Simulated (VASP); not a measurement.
# Cr (P6_3/mmc) in VASP: further runs, part 2 of 2

VASP 6.6.1. The steps go on from the part before.

## 3. Single point, LDA

This run uses another cell than the first one, of 11.15 Å³/atom, 1.042 times its volume.

INCAR reads:

```
SYSTEM = Cr
ALGO = Normal
EDIFF = 1E-6
ENCUT = 520
ISIF = 2
ISMEAR = -1
LASPH = .TRUE.
LCHARG = .FALSE.
LREAL = .FALSE.
LWAVE = .FALSE.
NBANDS = 32
NELM = 80
PREC = Accurate
SIGMA = 0.1
```

KPOINTS reads:

```
k-points
0
G
  19 19 5
  0 0 0
```

POSCAR reads:

```
Cr
1.0
    2.4489174545      0.0000000000      0.0000000000
   -1.2244587272      2.1208247273      0.0000000000
    0.0000000000      0.0000000000      8.5889280305
Cr
4
Direct
    1.0000000000      1.0000000000      1.0000000000
    0.0000000000      0.0000000000      0.5000000000
    0.3333333333      0.6666666667      0.2500000000
    0.6666666667      0.3333333333      0.7500000000
```

Potentials or basis: VASP PAW LDA potentials, release 64 (Cr_pv).

Command:

```bash
$ cat potpaw_LDA.64/Cr_pv/POTCAR > POTCAR
$ mpirun -np 1 vasp_std > vasp.out
```

OUTCAR:

```text
SYSTEM = Cr
   EDIFF = 1E-6
   ENCUT = 520
   ISIF = 2
   ISMEAR = -1
   LASPH = .TRUE.
   LREAL = .FALSE.
   NELM = 80
   PREC = Accurate

 ion  position               nearest neighbor table
   1  0.000  0.000  0.000-   3 2.57   4 2.57   3 2.57   4 2.57   4 2.57   3 2.57
   2  0.000  0.000  0.500-   3 2.57   4 2.57   3 2.57   4 2.57   4 2.57   3 2.57
   3  0.333  0.667  0.250-   1 2.57   2 2.57   1 2.57   2 2.57   1 2.57   2 2.57
   4  0.667  0.333  0.750-   1 2.57   2 2.57   1 2.57   2 2.57   1 2.57   2 2.57

  LATTYP: Found a hexagonal cell.
 ALAT       =     2.4489174545
 C/A-ratio  =     3.5072346006

  Lattice vectors:

 A1 = (   2.4489174545,   0.0000000000,   0.0000000000)
 A2 = (  -1.2244587272,   2.1208247273,   0.0000000000)
 A3 = (   0.0000000000,   0.0000000000,   8.5889280305)

Analysis of symmetry for initial positions (statically):
=====================================================================
 Subroutine PRICEL returns:
 Original cell was already a primitive cell.

 Routine SETGRP: Setting up the symmetry group for a
 hexagonal supercell.

 Subroutine GETGRP returns: Found 24 space group operations
[... 169 lines left out ...]

 E-fermi :  11.1015     XC(G=0): -14.1892

 val. band max:       11.0972287952   @ k =   0.0526   0.0526   0.0000
 cond. band min:      11.1053009653   @ k =   0.0526   0.0526   0.4000
 fundamental gap:      0.0080721701
 Fermi energy:        11.1015101146

 k-point     1 :       0.0000    0.0000    0.0000
  band No.  band energies     occupation
      1     -31.8421      2.00000
      2     -31.4053      2.00000
      3     -31.3971      2.00000
      4     -30.9416      2.00000
      5     -30.8394      2.00000
      6     -30.8394      2.00000
[... 829 lines left out ...]
     31      13.7819      0.00000
     32      13.8223      0.00000

 [... further k-points ...]

------------------------ aborting loop because EDIFF is reached ----------------------------------------

  FORCE on cell =-STRESS in cart. coord.  units (eV):
  Direction    XX          YY          ZZ          XY          YZ          ZX
  --------------------------------------------------------------------------------------
  -------------------------------------------------------------------------------------
  Total        0.0354243      0.0354243      0.0153107      0.0000000     -0.0000000      0.0000000
  in kB        1.2723115      1.2723115      0.5499068      0.0000000     -0.0000000      0.0000000
  external PRESSURE =       1.0315100 kB  Pullay stress =       0.0000000 kB

 VOLUME and BASIS-vectors are now :
 -----------------------------------------------------------------------------
  energy-cutoff  :      520.00
  volume of cell :       44.61
      direct lattice vectors                 reciprocal lattice vectors
     2.448917455  0.000000000  0.000000000     0.408343694  0.235757342  0.000000000
    -1.224458727  2.120824727  0.000000000     0.000000000  0.471514683  0.000000000
     0.000000000  0.000000000  8.588928030     0.000000000  0.000000000  0.116428965

 POSITION                                       TOTAL-FORCE (eV/Angst)
 -----------------------------------------------------------------------------------
      0.00000      0.00000      0.00000        -0.000000      0.000000     -0.000000
      0.00000      0.00000      4.29446        -0.000000      0.000000     -0.000000
     -0.00000      1.41388      2.14723         0.000000     -0.000000      0.000000
      1.22446      0.70694      6.44170        -0.000000      0.000000      0.000000
 -----------------------------------------------------------------------------------
    total drift:                                0.000000     -0.000000      0.000000

  FREE ENERGIE OF THE ION-ELECTRON SYSTEM (eV)
  ---------------------------------------------------
  free  energy   TOTEN  =       -40.9749807678 eV

  energy  without entropy=      -40.7672813727  energy(sigma->0) =      -40.87113107
```

Wall time 70 s (1 thread of Intel Xeon 6975P-C (Granite Rapids), shared host); peak memory 0.22 GiB.

Results:

```yaml
Free_energy: -40.9750 eV
Pressure: 0.1 GPa
Band_gap_on_the_k_mesh: zero (band 24 reaches 12.07 eV, above the bottom of band 25 at 10.71 eV)
```

Caveat: the run has no spin polarisation, though such a crystal can be magnetic. Spin polarisation is off, so any magnetic state and its effect on volume and gap are missing.

## 4. Single point, LDA, collinear spin, antiferromagnetic start (volume scaled by 1.12)

INCAR reads:

```
PREC = Accurate ; ENCUT = 520
EDIFF = 1E-6 ; ISMEAR = -1
SIGMA = 0.05 ; LREAL = F
LASPH = T ; NELM = 150
ALGO = Normal ; ISIF = 2
LWAVE = F ; LCHARG = T
ISPIN = 2 ; MAGMOM = 1.5 1.5 -1.5 -1.5
LORBIT = 11 ; LMAXMIX = 4
GGA = CA ; LELF = T
LVHAR = T ; NBANDS = 36
```

KPOINTS reads:

```
Automatic mesh
0
Gamma
  17 17 4
```

POSCAR reads:

```
Cr
1.0
    2.5384684924      0.0000000000      0.0000000000
   -1.2692342462      2.1983782012      0.0000000000
    0.0000000000      0.0000000000      8.9453188841
Cr
4
Direct
    0.0000000000      1.0000000000      0.0000000000
    0.0000000000      1.0000000000      0.5000000000
    0.3333333333      0.6666666667      0.2500000000
    0.6666666667      0.3333333333      0.7500000000
```

Command:

```bash
$ cat potpaw_LDA.64/Cr_pv/POTCAR > POTCAR
$ mpirun -np 1 vasp_std > vasp.out
```

Run time: 6.1 min. Hardware: 1 thread of Intel Xeon Platinum 8259CL at 2.50GHz (Skylake/Cascade Lake), shared host; peak memory 0.32 GiB.

It converged, with:

* Free energy: -40.4475 eV
* Pressure: -24.7 GPa
* Band gap on the k mesh: zero (filled and empty bands overlap)
* Net moment: 0.00 μB per cell
* Valence electrons inside the program's atomic spheres: Cr 10.93

Stress tensor (GPa, compression positive):
```
-25.47   0.00   0.00
  0.00 -25.47   0.00
  0.00   0.00 -23.26
```

Levels at points of the mesh, in eV from the Fermi level:
Spin up:
```
           k point  band 22  band 23  band 24  band 25  band 26  band 27
(0.00, 0.00, 0.00)    -0.33    -0.33    -0.17    -0.17    -0.07    -0.07
(0.00, 0.00, 0.50)    -0.34    -0.34    -0.34    -0.16    -0.16    -0.16
```
Spin down:
```tsv
k point	band 21	band 22	band 23	band 24	band 25	band 26	band 27	band 28
(0.00, 0.00, 0.00)	-0.41	-0.32	-0.32	-0.17	-0.17	-0.07	-0.07	-0.02
(0.00, 0.00, 0.50)	-0.34	-0.34	-0.34	-0.34	-0.16	-0.16	-0.16	-0.16
```

Caveat: the cell differs from its parent crystal (volume scaled by 1.12); the starting moments collapsed, and a magnetic state may lie lower.

## 5. Single point, LDA, collinear spin, antiferromagnetic start (volume scaled by 0.88)

INCAR reads:

```
SYSTEM = Cr
PREC = Accurate
ENCUT = 520
EDIFF = 1E-6
ISMEAR = -1
SIGMA = 0.05
LREAL = .False.
LASPH = .True.
NELM = 150
ALGO = Normal
ISIF = 2
LWAVE = .False.
LCHARG = .False.
ISPIN = 2
MAGMOM = 1.5 1.5 -1.5 -1.5
LORBIT = 11
LMAXMIX = 4
GGA = CA
NBANDS = 36
```

KPOINTS reads:

```
Automatic mesh
0
Gamma
  17 17 4
  0 0 0
```

POSCAR reads:

```
Cr
1.0
    2.3423942527      0.0000000000      0.0000000000
   -1.1711971263      2.0285729285      0.0000000000
    0.0000000000      0.0000000000      8.2543721164
Cr
4
Direct
    0.0000000000      1.0000000000      0.0000000000
    0.0000000000      1.0000000000      0.5000000000
    0.3333333333      0.6666666667      0.2500000000
    0.6666666667      0.3333333333      0.7500000000
```

Command:

```bash
$ cat potpaw_LDA.64/Cr_pv/POTCAR > POTCAR
$ mpirun -np 1 vasp_std > vasp.out
```

Run time: 6.3 min. Hardware: 1 thread of Oxide Virtual Turin-like, shared host; peak memory 0.25 GiB.

Results (log left out):

```
Free energy                                           : -40.2064 eV
Pressure                                              : 46.1 GPa
Band gap on the k mesh                                : zero (filled and empty bands overlap)
Net moment                                            : 0.00 μB per cell
Valence electrons inside the program's atomic spheres : Cr 11.49
```

Stress tensor (GPa, compression positive):
```
47.75  0.00  0.00
 0.00 47.75  0.00
 0.00  0.00 42.66
```

Levels at points of the mesh, in eV from the Fermi level:
Spin up:
```csv
k point,band 21,band 22,band 23,band 24,band 25,band 26,band 27,band 28
"(0.00, 0.00, 0.00)",-0.68,-0.56,-0.56,-0.33,-0.33,-0.19,-0.19,0.42
"(0.00, 0.00, 0.50)",-0.58,-0.58,-0.58,-0.58,-0.32,-0.32,-0.32,-0.32
```
Spin down:
| k point | band 21 | band 22 | band 23 | band 24 | band 25 | band 26 | band 27 | band 28 |
| --- | --- | --- | --- | --- | --- | --- | --- | --- |
| (0.00, 0.00, 0.00) | -0.68 | -0.56 | -0.56 | -0.33 | -0.33 | -0.19 | -0.19 | 0.42 |
| (0.00, 0.00, 0.50) | -0.58 | -0.58 | -0.58 | -0.58 | -0.32 | -0.32 | -0.32 | -0.32 |

Caveat: the cell differs from its parent crystal (volume scaled by 0.88); the starting moments collapsed, and a magnetic state may lie lower.
